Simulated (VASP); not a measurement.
# AlGaN2: single point with LDA

The system is AlGaN2.

```
Al Ga N
1.0
     3.14088    0.00000    0.00000
     0.00000    3.14088    0.00000
     0.00000    0.00000    4.42384
Al Ga N
1 1 2
Direct
  0.50000 0.50000 0.50000
  0.00000 0.00000 0.00000
  0.50000 0.00000 0.71792
  0.00000 0.50000 0.28208
```

This cell differs from its parent crystal: mode 12 (682.2 1/cm) frozen in, largest displacement -0.090 Å.

- Program: VASP 6.6.1
- Task: single point
- Functional: LDA
- Potentials or basis: VASP PAW LDA potentials, release 64 (Al, Ga_d, N)
- Cutoff: 520 eV
- k mesh: 8 × 8 × 6
- Occupations: gaussian, width 0.05 eV
- Spin: no spin polarisation
- Dipole correction: no
- Further INCAR settings: ALGO = Normal; EDIFF = 1e-07; NBANDS = 21

```yaml
Pressure: -2.8 GPa
Largest_force: 2.302 eV/Å
Band_gap_on_the_k_mesh: 2.67 eV, direct
```

Forces in eV/Å, atoms in the order of the input:
```
Al   0.000  0.000  0.000
Ga   0.000  0.000  0.000
N    0.000  0.000  2.302
N    0.000  0.000 -2.302
```

Stress tensor (GPa, compression positive):
```
-1.36  0.00  0.00
 0.00 -1.36  0.00
 0.00  0.00 -5.69
```

Levels at points of the mesh, in eV from the valence-band top:
| k point | band 11 | band 12 | band 13 | band 14 | band 15 | band 16 |
| --- | --- | --- | --- | --- | --- | --- |
| (0.00, 0.00, 0.00) | -0.65 | 0.00 | 0.00 | 2.68 | 3.91 | 7.48 |
| (0.50, 0.00, 0.00) | -2.90 | -1.23 | -0.57 | 6.37 | 6.40 | 7.98 |
| (0.50, 0.50, 0.00) | -2.22 | -2.22 | -2.09 | 3.14 | 3.14 | 5.39 |
| (0.00, 0.00, 0.50) | -1.71 | -0.93 | -0.93 | 5.14 | 5.43 | 7.37 |
| (0.50, 0.00, 0.50) | -0.91 | -0.63 | -0.44 | 4.64 | 6.10 | 9.12 |
| (0.50, 0.50, 0.50) | -3.24 | -3.24 | -3.19 | 6.11 | 6.11 | 7.70 |

Wall time 15 s on 1 thread of Intel(R) Xeon(R) 6975P-C (Granite Rapids), on a shared host, peak memory 0.17 GiB.

Caveat: the cell differs from its parent crystal (mode 12 (682.2 1/cm) frozen in, largest displacement -0.090 Å); forces of over 1 eV/Å act on the atoms, so gaps and moduli don't describe the material at rest. A k mesh can miss the band edges.
